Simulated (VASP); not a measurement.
# BiSb4O (F-43m) in VASP: a series of runs, part 2 of 2

VASP 6.6.1.

**4. Single point, PBE**

This run uses another cell than the first one, of 27.23 Å³/atom.

File INCAR:

```
SYSTEM = BiSb4O
PREC = Accurate ; ENCUT = 520
EDIFF = 1E-6 ; ISMEAR = 0
SIGMA = 0.1 ; LREAL = .FALSE.
LASPH = .TRUE. ; NELM = 60
ALGO = Normal ; ISIF = 2
LWAVE = .FALSE. ; LCHARG = .FALSE.
GGA = PE ; NBANDS = 30
```

File KPOINTS:

```
regular mesh
0
G
  8 8 8
  0 0 0
```

File POSCAR:

```
BiSb4O
1.0
    0.0000000000      4.3387536689      4.3387536689
    4.3387536689      0.0000000000      4.3387536689
    4.3387536689      4.3387536689      0.0000000000
Sb Bi O
4 1 1
Direct
    0.8818154649      0.3727281784      0.3727281784
    0.3727281784      0.3727281784      0.3727281784
    0.3727281784      0.8818154649      0.3727281784
    0.3727281784      0.3727281784      0.8818154649
    0.7500000000      0.7500000000      0.7500000000
    0.0000000000      0.0000000000      0.0000000000
```

Command:

```
cat potpaw_PBE.64/Sb/POTCAR potpaw_PBE.64/Bi_d/POTCAR potpaw_PBE.64/O/POTCAR > POTCAR
mpirun -np 1 vasp_std > vasp.out
```

Wall time 2.6 min (1 thread of AMD EPYC 9R45 (Zen 5), shared host); peak memory 0.37 GiB.

Results (log left out):

* Free energy: -21.8640 eV
* Pressure: -0.1 GPa
* Largest force: 0.004 eV/Å
* Band gap on the k mesh: zero (an odd number of electrons rules out a gap without spin polarisation)

Forces in eV/Å, atoms in the order of the input:
```
Sb   0.003 -0.003 -0.003
Sb   0.003  0.003  0.003
Sb  -0.003  0.003 -0.003
Sb  -0.003 -0.003  0.003
Bi   0.000  0.000  0.000
O    0.000  0.000  0.000
```

Levels at points of the mesh, in eV from the Fermi level:
```tsv
k point	band 17	band 18	band 19	band 20	band 21	band 22	band 23	band 24
(0.00, 0.00, 0.00)	-2.26	-1.32	-1.32	-1.32	0.67	0.67	0.67	3.91
(0.50, 0.00, 0.00)	-1.36	-0.91	-0.91	-0.31	-0.19	0.43	0.43	0.90
(0.50, 0.50, 0.00)	-0.83	-0.70	-0.66	-0.49	-0.12	-0.12	-0.10	0.03
```

Caveat: spin-orbit coupling is left out, which moves the levels of the heavy elements; an odd number of electrons without spin polarisation forces a metal; a magnetic or distorted state may lie lower.

**5. Relaxation of cell and atoms, PBE**

File INCAR:

```
PREC = Accurate
ENCUT = 600
EDIFF = 1E-7
ISMEAR = 0
SIGMA = 0.1
LREAL = F
LASPH = T
NELM = 60
ALGO = Normal
ISIF = 3
LWAVE = F
LCHARG = F
GGA = PE
IBRION = 2
NSW = 90
EDIFFG = -0.04
```

File KPOINTS:

```
regular mesh
0
Gamma
  4 4 4
```

File POSCAR:

```
BiSb4O
1.0
    0.0000000000      4.1952189300      4.1952189300
    4.1952189300      0.0000000000      4.1952189300
    4.1952189300      4.1952189300      0.0000000000
Sb Bi O
4 1 1
Direct
    0.6244397500      0.1266807500      0.6244397500
    0.6244397500      0.6244397500      0.1266807500
    0.6244397500      0.6244397500      0.6244397500
    0.1266807500      0.6244397500      0.6244397500
    0.2500000000      0.2500000000      0.2500000000
    0.0000000000      0.0000000000      0.0000000000
```

Command:

```
cat potpaw_PBE.64/Sb/POTCAR potpaw_PBE.64/Bi_d/POTCAR potpaw_PBE.64/O/POTCAR > POTCAR
mpirun -np 1 vasp_std > vasp.out
```

Wall time 3.8 min (1 thread of AMD EPYC 9R45 (Zen 5), shared host); peak memory 0.33 GiB.

It converged, with:

```
Free energy                           : -21.8431 eV
Relaxed volume                        : 27.48 Å³/atom
Relaxed cell                          : a = 6.155 Å, b = 6.155 Å, c = 6.155 Å, α = 60.00°, β = 60.00°, γ = 60.00°
Space group after relaxing (to 0.1 Å) : F-43m (No. 216)
Energy gained by relaxing             : 56.7 meV/atom
Ionic steps                           : 8
Pressure after relaxing               : -0.1 GPa
Largest force after relaxing          : 0.012 eV/Å
Band gap on the k mesh                : zero (an odd number of electrons rules out a gap without spin polarisation)
```

Forces in eV/Å, atoms in the order of the input:
```
Sb   0.007 -0.007  0.007
Sb   0.007  0.007 -0.007
Sb  -0.007 -0.007 -0.007
Sb  -0.007  0.007  0.007
Bi   0.000  0.000  0.000
O    0.000  0.000  0.000
```

The path:
| step | energy change (eV) | largest force (eV/Å) | pressure (GPa) | volume (Å³) |
| --- | --- | --- | --- | --- |
| 1 | 0.0000 | 0.5421 | 6.64 | 147.67 |
| 2 | -0.2738 | 0.2862 | -2.06 | 170.56 |
| 3 | -0.3153 | 0.2632 | -0.16 | 163.62 |
| 4 | -0.3153 | 0.2636 | -0.26 | 163.95 |
| 5 | -0.3273 | 0.1966 | -0.07 | 163.60 |
| 6 | -0.3382 | 0.0154 | 0.51 | 162.79 |
| 7 | -0.3384 | 0.0293 | 0.41 | 162.91 |
| 8 | -0.3403 | 0.0116 | -0.13 | 164.86 |

Final structure:
```xyz
6
Lattice="0.0000 4.3521 4.3521 4.3521 0.0000 4.3521 4.3521 4.3521 0.0000" Properties=species:S:1:pos:R:3 pbc="T T T"
Sb    3.2312    5.4730    3.2312
Sb    3.2312    3.2312    5.4730
Sb    5.4730    5.4730    5.4730
Sb    5.4730    3.2312    3.2312
Bi    2.1761    2.1761    2.1761
O     4.3521    0.0000    4.3521
```

Levels at points of the mesh, in eV from the Fermi level:
```tsv
k point	band 16	band 17	band 18	band 19	band 20	band 21	band 22	band 23	band 24
(0.00, 0.00, 0.00)	-2.10	-2.10	-1.26	-1.26	-1.26	0.72	0.72	0.72	4.03
(0.50, 0.00, 0.00)	-1.33	-1.24	-0.79	-0.79	-0.21	-0.14	0.57	0.57	1.09
(0.50, 0.50, 0.00)	-0.69	-0.69	-0.67	-0.50	-0.42	-0.09	-0.09	-0.08	0.28
```

Caveat: spin-orbit coupling is left out, which moves the levels of the heavy elements; an odd number of electrons without spin polarisation forces a metal; a magnetic or distorted state may lie lower.

**6. Relaxation of cell and atoms, PBE**

This run uses another cell than the first one, of 27.53 Å³/atom.

File INCAR:

```
PREC = Accurate ; ENCUT = 600
EDIFF = 1E-6 ; ISMEAR = 0
SIGMA = 0.1 ; LREAL = F
LASPH = T ; NELM = 100
ALGO = Normal ; ISIF = 3
LWAVE = F ; LCHARG = F
GGA = PE ; IBRION = 2
NSW = 100 ; EDIFFG = -0.01
```

File KPOINTS:

```
regular mesh
0
Gamma
  8 8 8
```

File POSCAR:

```
BiSb4O
1.0
    0.0000000000      4.3549316103      4.3549316103
    4.3549316103      0.0000000000      4.3549316103
    4.3549316103      4.3549316103      0.0000000000
Sb Bi O
4 1 1
Direct
    0.8853223737      0.3715592088      0.3715592088
    0.3715592088      0.3715592088      0.3715592088
    0.3715592088      0.8853223737      0.3715592088
    0.3715592088      0.3715592088      0.8853223737
    0.7500000000      0.7500000000      0.7500000000
    0.0000000000      0.0000000000      0.0000000000
```

Potentials or basis: VASP PAW PBE potentials, release 64 (Sb, Bi_d, O).

Command:

```
cat potpaw_PBE.64/Sb/POTCAR potpaw_PBE.64/Bi_d/POTCAR potpaw_PBE.64/O/POTCAR > POTCAR
mpirun -np 1 vasp_std > vasp.out
```

Wall time 7.5 min (1 thread of AMD EPYC 9R45 (Zen 5), shared host); peak memory 0.43 GiB.

It converged, with:

| Property | Result |
| --- | --- |
| Free energy | -21.8651 eV |
| Relaxed volume | 27.15 Å³/atom |
| Relaxed cell | a = 6.130 Å, b = 6.130 Å, c = 6.130 Å, α = 60.00°, β = 60.00°, γ = 60.00° |
| Space group after relaxing (to 0.1 Å) | F-43m (No. 216) |
| Energy gained by relaxing | 1.6 meV/atom |
| Ionic steps | 5 |
| Pressure after relaxing | 0.0 GPa |
| Band gap on the k mesh | zero (an odd number of electrons rules out a gap without spin polarisation) |

Forces on the atoms (eV/Å):
```
Sb  -0.001  0.001  0.001
Sb  -0.001 -0.001 -0.001
Sb   0.001 -0.001  0.001
Sb   0.001  0.001 -0.001
Bi   0.000  0.000  0.000
O    0.000  0.000  0.000
```

Step by step:
| step | energy change (eV) | largest force (eV/Å) | pressure (GPa) | volume (Å³) |
| --- | --- | --- | --- | --- |
| 1 | 0.0000 | 0.1493 | -0.52 | 165.19 |
| 2 | -0.0069 | 0.1142 | 0.07 | 163.04 |
| 3 | -0.0072 | 0.1037 | 0.23 | 162.51 |
| 4 | -0.0093 | 0.0209 | 0.07 | 162.80 |
| 5 | -0.0094 | 0.0022 | 0.03 | 162.88 |

Final structure:
```yaml
crystal:
  lattice:
    - [0.00000, 4.33457, 4.33457]
    - [4.33457, 0.00000, 4.33457]
    - [4.33457, 4.33457, 0.00000]
  atoms:
    - { symbol: Sb, position: [0.88158, 0.37281, 0.37281] }
    - { symbol: Sb, position: [0.37281, 0.37281, 0.37281] }
    - { symbol: Sb, position: [0.37281, 0.88158, 0.37281] }
    - { symbol: Sb, position: [0.37281, 0.37281, 0.88158] }
    - { symbol: Bi, position: [0.75000, 0.75000, 0.75000] }
    - { symbol: O, position: [0.00000, 0.00000, 0.00000] }
```

Levels at points of the mesh, in eV from the Fermi level:
```csv
k point,band 16,band 17,band 18,band 19,band 20,band 21,band 22,band 23,band 24
"(0.00, 0.00, 0.00)",-2.27,-2.27,-1.33,-1.33,-1.33,0.68,0.68,0.68,3.93
"(0.50, 0.00, 0.00)",-1.42,-1.36,-0.91,-0.91,-0.31,-0.18,0.43,0.43,0.90
"(0.50, 0.50, 0.00)",-0.83,-0.83,-0.70,-0.66,-0.49,-0.12,-0.12,-0.09,0.03
```

Caveat: spin-orbit coupling is left out, which moves the levels of the heavy elements; an odd number of electrons without spin polarisation forces a metal; a magnetic or distorted state may lie lower.

**7. The runs side by side**

```csv
task,cell,k mesh,cutoff (eV),gap on the mesh (eV),pressure (GPa),relaxed volume (Å³/atom),largest force (eV/Å)
single point,"a = 5.933 Å, angles 60.0°, 6 atoms, atomic positions A",4 × 4 × 4,520,none,6.7,-,0.54
single point,"a = 6.159 Å, angles 60.0°, 6 atoms, atomic positions B",4 × 4 × 4,520,none,-0.3,-,0.04
single point,"a = 6.136 Å, angles 60.0°, 6 atoms, atomic positions C",8 × 8 × 8,520,none,-0.1,-,-
relaxation of cell and atoms,"relaxed from a = 5.933 Å, angles 60.0°, 6 atoms, atomic positions A",4 × 4 × 4,600,none,-0.1,27.48,0.01
relaxation of cell and atoms,"relaxed from a = 6.159 Å, angles 60.0°, 6 atoms, atomic positions B",8 × 8 × 8,600,none,0.0,27.15,-
```

Alike in all rows: level PBE; potentials or basis VASP PAW PBE potentials, release 64 (Sb, Bi_d, O); no spin polarisation; smearing gaussian 0.1 eV.

Caveats: spin-orbit coupling is left out, which moves the levels of the heavy elements; an odd number of electrons without spin polarisation forces a metal; a magnetic or distorted state may lie lower; the cell stands under pressure (at least some runs).

Absolute energies hang on the potentials; compare differences alone.
